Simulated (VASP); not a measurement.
# Al2InN3 (P-62m) in VASP: a series of runs, part 3 of 3

VASP 6.6.1. Earlier steps stand in the parts before.

**5. Relaxation of cell and atoms, PBE**

Input file INCAR:

```
SYSTEM = Al2InN3
  ALGO = Normal
  EDIFF = 1E-6
  EDIFFG = -0.04
  ENCUT = 600
  GGA = PE
  IBRION = 2
  ISIF = 3
  ISMEAR = 0
  LASPH = .TRUE.
  LCHARG = .FALSE.
  LREAL = .FALSE.
  LWAVE = .FALSE.
  NELM = 60
  NSW = 90
  PREC = Accurate
  SIGMA = 0.1
```

Input file KPOINTS:

```
k-points
0
G
  6 6 6
  0 0 0
```

Input file POSCAR:

```
Al2InN3
1.0
    5.2662862173      0.0000000000      0.0000000000
   -2.6331431086      4.5607376477      0.0000000000
    0.0000000000      0.0000000000      2.7236353617
Al In N
2 1 3
Direct
    0.3333333333      0.6666666667      0.5000000000
    0.6666666667      0.3333333333      0.5000000000
    0.0000000000      0.0000000000      0.0000000000
    0.4121484455      0.0000000000      0.0000000000
    0.0000000000      0.4121484455      0.0000000000
    0.5878515545      0.5878515545      0.0000000000
```

Potentials or basis: VASP PAW PBE potentials, release 64 (Al, In_d, N).

On the command line:

```console
cat potpaw_PBE.64/Al/POTCAR potpaw_PBE.64/In_d/POTCAR potpaw_PBE.64/N/POTCAR > POTCAR
mpirun -np 1 vasp_std > vasp.out
```

OUTCAR:

```text
SYSTEM = Al2InN3
   EDIFF = 1E-6
   EDIFFG = -0.04
   ENCUT = 600
   GGA = PE
   IBRION = 2
   ISIF = 3
   ISMEAR = 0
   LASPH = .TRUE.
   LREAL = .FALSE.
   NELM = 60
   NSW = 90
   PREC = Accurate

 ion  position               nearest neighbor table
   1  0.333  0.667  0.500-   4 2.09   4 2.09   5 2.09   5 2.09   6 2.09   6 2.09   2 3.04   2 3.04
                             2 3.04   3 3.33   3 3.33   3 3.33   3 3.33   3 3.33   3 3.33
   2  0.667  0.333  0.500-   5 2.09   5 2.09   4 2.09   4 2.09   6 2.09   6 2.09   1 3.04   1 3.04
                             1 3.04   3 3.33   3 3.33   3 3.33   3 3.33   3 3.33   3 3.33
   3  0.000  0.000  0.000-   5 2.17   6 2.17   4 2.17   2 3.33   1 3.33   1 3.33   2 3.33   1 3.33
                             1 3.33   2 3.33   2 3.33   2 3.33   2 3.33   1 3.33   1 3.33
   4  0.412  0.000  0.000-   1 2.09   1 2.09   2 2.09   2 2.09   3 2.17
   5  0.000  0.412  0.000-   2 2.09   2 2.09   1 2.09   1 2.09   3 2.17
   6  0.588  0.588  0.000-   2 2.09   2 2.09   1 2.09   1 2.09   3 2.17

  LATTYP: Found a hexagonal cell.
 ALAT       =     5.2662862173
 C/A-ratio  =     0.5171833146

  Lattice vectors:

 A1 = (   5.2662862173,   0.0000000000,   0.0000000000)
 A2 = (  -2.6331431086,   4.5607376477,   0.0000000000)
 A3 = (   0.0000000000,   0.0000000000,   2.7236353617)

Analysis of symmetry for initial positions (statically):
=====================================================================
 Subroutine PRICEL returns:
 Original cell was already a primitive cell.

 Routine SETGRP: Setting up the symmetry group for a
 hexagonal supercell.

 Subroutine GETGRP returns: Found 12 space group operations
 (whereof 12 operations were pure point group operations)
 out of a pool of 24 trial point group operations.

The static configuration has the point symmetry D_3h.

Analysis of symmetry for dynamics (positions and initial velocities):
=====================================================================
[... 194 lines left out ...]
     -1.08525      1.87970      0.00000         0.019434     -0.033661      0.000000
      1.54790      2.68104      0.00000         0.019434      0.033661      0.000000
 -----------------------------------------------------------------------------------
    total drift:                               -0.000004     -0.000007      0.000001

  FREE ENERGIE OF THE ION-ELECTRON SYSTEM (eV)
  ---------------------------------------------------
  free  energy   TOTEN  =       -36.2496516238 eV

  energy  without entropy=      -36.2375732152  energy(sigma->0) =      -36.24361242

--------------------------------------- Ionic step        2  -------------------------------------------

 number of electron      33.9999997 magnetization

 Free energy of the ion-electron system (eV)
  ---------------------------------------------------
  ext. energy  EPLUGINS =         0.00000000
  ---------------------------------------------------
  free energy    TOTEN  =       -36.25028569 eV

  energy without entropy =      -36.23731430  energy(sigma->0) =      -36.24380000

 E-fermi :   8.6876     XC(G=0): -11.6068

 val. band max:        8.6432868819   @ k =   0.3333   0.3333   0.0000
 cond. band min:       8.6886378623   @ k =   0.3333   0.1667   0.0000
 fundamental gap:      0.0453509803
 Fermi energy:         8.6876202781

 k-point     1 :       0.0000    0.0000    0.0000
  band No.  band energies     occupation
      1      -7.9093      2.00000
      2      -6.3709      2.00000
      3      -6.3584      2.00000
      4      -6.3584      2.00000
      5      -5.2792      2.00000
      6      -5.2792      2.00000
[... 565 lines left out ...]
     20      13.6520      0.00000
     21      13.9853      0.00000

 [... further k-points ...]
[... 5 lines left out ...]
  --------------------------------------------------------------------------------------
  -------------------------------------------------------------------------------------
  Total        0.0306526      0.0306526     -0.1401945      0.0000000      0.0000000     -0.0000000
  in kB        0.7499343      0.7499343     -3.4299410      0.0000000      0.0000000     -0.0000000
  external PRESSURE =      -0.6433574 kB  Pullay stress =       0.0000000 kB

 VOLUME and BASIS-vectors are now :
 -----------------------------------------------------------------------------
  energy-cutoff  :      600.00
  volume of cell :       65.49
      direct lattice vectors                 reciprocal lattice vectors
     5.260651566 -0.000000000  0.000000000     0.190090522  0.109748814 -0.000000000
    -2.630325783  4.555857897 -0.000000000     0.000000000  0.219497628 -0.000000000
     0.000000000  0.000000000  2.732405771     0.000000000  0.000000000  0.365977854

 POSITION                                       TOTAL-FORCE (eV/Angst)
 -----------------------------------------------------------------------------------
     -0.00000      3.03724      1.36620        -0.000000     -0.000000     -0.000000
      2.63033      1.51862      1.36620        -0.000000     -0.000000     -0.000000
     -2.63033      4.55586     -0.00000        -0.000000     -0.000000     -0.000000
     -0.46403      4.55586      2.73241        -0.006338      0.000000     -0.000000
     -1.08315      1.87607     -0.00000         0.003169     -0.005489      0.000000
      1.54718      2.67979     -0.00000         0.003169      0.005489     -0.000000
 -----------------------------------------------------------------------------------
    total drift:                               -0.000004     -0.000007      0.000001

  FREE ENERGIE OF THE ION-ELECTRON SYSTEM (eV)
  ---------------------------------------------------
  free  energy   TOTEN  =       -36.2502856891 eV

  energy  without entropy=      -36.2373143031  energy(sigma->0) =      -36.24380000

 reached required accuracy - stopping structural energy minimisation
```

It took 48 s on 1 thread of AMD EPYC 9R45 (Zen 5), shared host; peak memory 0.2 GiB.

Results:

```
Free energy                            : -36.2503 eV
Relaxed volume                         : 10.91 Å³/atom
Relaxed cell                           : a = 5.261 Å, b = 5.261 Å, c = 2.732 Å, α = 90.00°, β = 90.00°, γ = 120.00°
Space group after relaxing (to 0.05 Å) : P-62m (No. 189)
Energy gained by relaxing              : 0.1 meV/atom
Ionic steps                            : 2
Pressure after relaxing                : -0.1 GPa
Largest force after relaxing           : 0.006 eV/Å
Band gap on the k mesh                 : zero (band 17 reaches 8.85 eV, above the bottom of band 18 at 8.14 eV)
```

Forces in eV/Å, atoms in the order of the input:
```
Al   0.000  0.000  0.000
Al   0.000  0.000  0.000
In   0.000  0.000  0.000
N   -0.006  0.000  0.000
N    0.003 -0.005  0.000
N    0.003  0.005  0.000
```

Stress tensor (GPa, compression positive):
```
 0.07  0.00  0.00
 0.00  0.07  0.00
 0.00  0.00 -0.34
```

The path:
```tsv
step	energy change (eV)	largest force (eV/Å)	pressure (GPa)	volume (Å³)
1	0.0000	0.0389	0.11	65.42
2	-0.0006	0.0063	-0.06	65.49
```

Final structure:
```xyz
6
Lattice="5.2607 0.0000 0.0000 -2.6303 4.5559 0.0000 0.0000 0.0000 2.7324" Properties=species:S:1:pos:R:3 pbc="T T T"
Al    0.0000    3.0372    1.3662
Al    2.6303    1.5186    1.3662
In   -2.6303    4.5559    0.0000
N    -0.4640    4.5559    2.7324
N    -1.0831    1.8761    0.0000
N     1.5472    2.6798    0.0000
```

Levels at points of the mesh, in eV from the Fermi level:
| k point | band 13 | band 14 | band 15 | band 16 | band 17 | band 18 | band 19 | band 20 | band 21 |
| --- | --- | --- | --- | --- | --- | --- | --- | --- | --- |
| (0.00, 0.00, 0.00) | -1.05 | -0.62 | -0.62 | 0.09 | 0.09 | 0.34 | 5.77 | 6.52 | 6.52 |
| (0.50, 0.00, 0.00) | -2.64 | -1.32 | -0.59 | -0.35 | 0.03 | 1.42 | 3.31 | 5.06 | 6.68 |
| (0.00, 0.00, 0.50) | -3.80 | -3.80 | -2.49 | 0.16 | 0.16 | 0.25 | 2.63 | 3.41 | 3.41 |
| (0.50, 0.00, 0.50) | -3.18 | -3.06 | -1.80 | -1.50 | -0.78 | -0.29 | 3.49 | 5.02 | 5.71 |

Caveat: the k points lie up to 0.38 Å⁻¹ apart in the final cell; spin-orbit coupling is left out, which moves the levels of the heavy elements.

**6. Relaxation of cell and atoms, PBE**

This run uses another cell than the first one, of 15.36 Å³/atom, 1.409 times its volume.

Input file INCAR:

```
ALGO = Normal
EDIFF = 1E-6
EDIFFG = -0.04
ENCUT = 600
GGA = PE
IBRION = 2
ISIF = 3
ISMEAR = 0
LASPH = T
LCHARG = F
LREAL = F
LWAVE = F
NELM = 60
NSW = 90
PREC = Accurate
SIGMA = 0.1
```

Input file KPOINTS:

```
k-points
0
Gamma
  6 6 4
```

Input file POSCAR:

```
Al2InN3
1.0
    4.5443932800      0.0000000000      0.0000000000
   -2.2721966400      3.9355600200      0.0000000000
    0.0000000000      0.0000000000      5.1518810900
Al In N
2 1 3
Direct
    0.3333333300      0.6666666700      0.5000000000
    0.6666666700      0.3333333300      0.5000000000
    0.0000000000      0.0000000000      0.0000000000
    0.4563794500      0.0000000000      0.0000000000
    0.0000000000      0.4563794500      0.0000000000
    0.5436205500      0.5436205500      0.0000000000
```

Potentials or basis: VASP PAW PBE potentials, release 64 (Al, In_d, N).

On the command line:

```console
cat potpaw_PBE.64/Al/POTCAR potpaw_PBE.64/In_d/POTCAR potpaw_PBE.64/N/POTCAR > POTCAR
mpirun -np 1 vasp_std > vasp.out
```

Run time: 10 min. Hardware: 1 thread of AMD EPYC 9R45 (Zen 5), shared host; peak memory 0.23 GiB.

Results (log left out):

```
Free energy                            : -36.1906 eV
Relaxed volume                         : 10.90 Å³/atom
Relaxed cell                           : a = 5.265 Å, b = 5.265 Å, c = 2.725 Å, α = 90.00°, β = 90.00°, γ = 120.00°
Space group after relaxing (to 0.05 Å) : P-62m (No. 189)
Energy gained by relaxing              : 1878.6 meV/atom
Ionic steps                            : 29
Pressure after relaxing                : -0.2 GPa
Largest force after relaxing           : 0.036 eV/Å
Band gap on the k mesh                 : zero (band 17 reaches 8.79 eV, above the bottom of band 18 at 8.19 eV)
```

Forces on the atoms (eV/Å):
```
Al   0.000  0.000  0.000
Al   0.000  0.000  0.000
In   0.000  0.000  0.000
N   -0.036  0.000  0.000
N    0.018 -0.031  0.000
N    0.018  0.031  0.000
```

Stress tensor (GPa, compression positive):
```
-0.11  0.00  0.00
 0.00 -0.11  0.00
 0.00  0.00 -0.40
```

Step by step:
```csv
step,energy change (eV),largest force (eV/Å),pressure (GPa),volume (Å³)
1,0.0000,0.6409,-1.38,92.14
2,-0.6681,0.0476,-5.82,90.13
3,-3.9430,0.6904,-14.10,81.52
4,10.8840,0.2906,165.79,49.74
5,-5.3353,0.4960,-14.78,78.81
6,-10.3130,0.0749,-0.42,66.31
7,-10.3098,0.0668,2.45,65.49
8,-10.2754,0.0765,-5.50,68.83
9,-10.3169,0.0709,-0.04,66.45
10,-10.3195,0.0931,-0.16,66.43
11,-10.3265,0.1855,-0.52,66.35
12,-10.3889,0.6049,-1.55,66.15
13,-10.3875,1.1284,-1.65,65.61
14,-10.4458,0.9058,-1.91,65.94
15,-10.4477,0.9402,-1.93,65.90
16,-10.4475,0.9289,-1.92,65.91
17,-10.4588,0.9350,-1.75,65.86
18,-10.4901,0.9552,-1.25,65.69
19,-10.5406,0.9927,-0.17,65.35
20,-10.5908,1.0534,2.20,64.66
21,-10.6277,1.0904,1.92,64.72
22,-10.7427,1.1289,1.14,64.91
23,-10.9663,1.0295,-0.35,65.30
24,-11.2548,0.2679,-2.25,66.07
25,-11.2579,0.1892,-2.37,66.31
26,-11.2639,0.0349,-2.35,66.20
27,-11.2679,0.1694,0.81,65.11
28,-11.2703,0.0894,-0.41,65.52
29,-11.2717,0.0363,-0.21,65.42
```

Final structure:
```xyz
6
Lattice="5.2650 0.0000 0.0000 -2.6325 4.5596 0.0000 0.0000 0.0000 2.7253" Properties=species:S:1:pos:R:3 pbc="T T T"
Al    0.0000    3.0398    1.3627
Al    2.6325    1.5199    1.3627
In    0.0000    0.0000    0.0000
N     3.0961    0.0000    0.0000
N    -1.5480    2.6813    0.0000
N     1.0845    1.8783    0.0000
```

Levels at points of the mesh, in eV from the Fermi level:
```
           k point  band 13  band 14  band 15  band 16  band 17  band 18  band 19  band 20  band 21
(0.00, 0.00, 0.00)    -1.04    -0.65    -0.65     0.08     0.08     0.36     5.81     6.56     6.56
(0.50, 0.00, 0.00)    -2.67    -1.33    -0.59    -0.35     0.03     1.45     3.35     5.10     6.69
(0.00, 0.00, 0.50)    -3.78    -3.78    -2.43     0.14     0.14     0.39     2.64     3.46     4.37
(0.50, 0.00, 0.50)    -3.14    -3.08    -1.79    -1.52    -0.67    -0.29     3.52     5.04     5.79
```

Caveat: the volume moved by over 15 % at a fixed basis, so the end points are rough; spin-orbit coupling is left out, which moves the levels of the heavy elements.

**7. The runs side by side**

```csv
task,cell,k mesh,cutoff (eV),gap on the mesh (eV),pressure (GPa),relaxed volume (Å³/atom),largest force (eV/Å)
single point,"a = 5.266, b = 5.266, c = 2.724 Å, angles 90.0, 90.0, 120.0°, 6 atoms",6 × 6 × 4,520,none,0.0,-,0.02
single point,"a = 5.258, b = 5.258, c = 2.733 Å, angles 90.0, 90.0, 120.0°, 6 atoms",6 × 6 × 6,520,none,0.2,-,0.01
single point,"a = 4.544, b = 4.544, c = 5.152 Å, angles 90.0, 90.0, 120.0°, 6 atoms",6 × 6 × 4,520,none,-1.3,-,0.64
relaxation of cell and atoms,"relaxed from a = 5.266, b = 5.266, c = 2.724 Å, angles 90.0, 90.0, 120.0°, 6 atoms",6 × 6 × 6,600,none,-0.1,10.91,0.01
relaxation of cell and atoms,"relaxed from a = 4.544, b = 4.544, c = 5.152 Å, angles 90.0, 90.0, 120.0°, 6 atoms",6 × 6 × 4,600,none,-0.2,10.90,0.04
```

Alike in all rows: level PBE; potentials or basis VASP PAW PBE potentials, release 64 (Al, In_d, N); no spin polarisation; smearing gaussian 0.1 eV.

Caveats: some runs use coarse meshes; spin-orbit coupling is left out, which moves the levels of the heavy elements; the volume moved by over 15 % at a fixed basis, so the end points are rough (some runs).

Absolute energies hang on the potentials; compare differences alone.
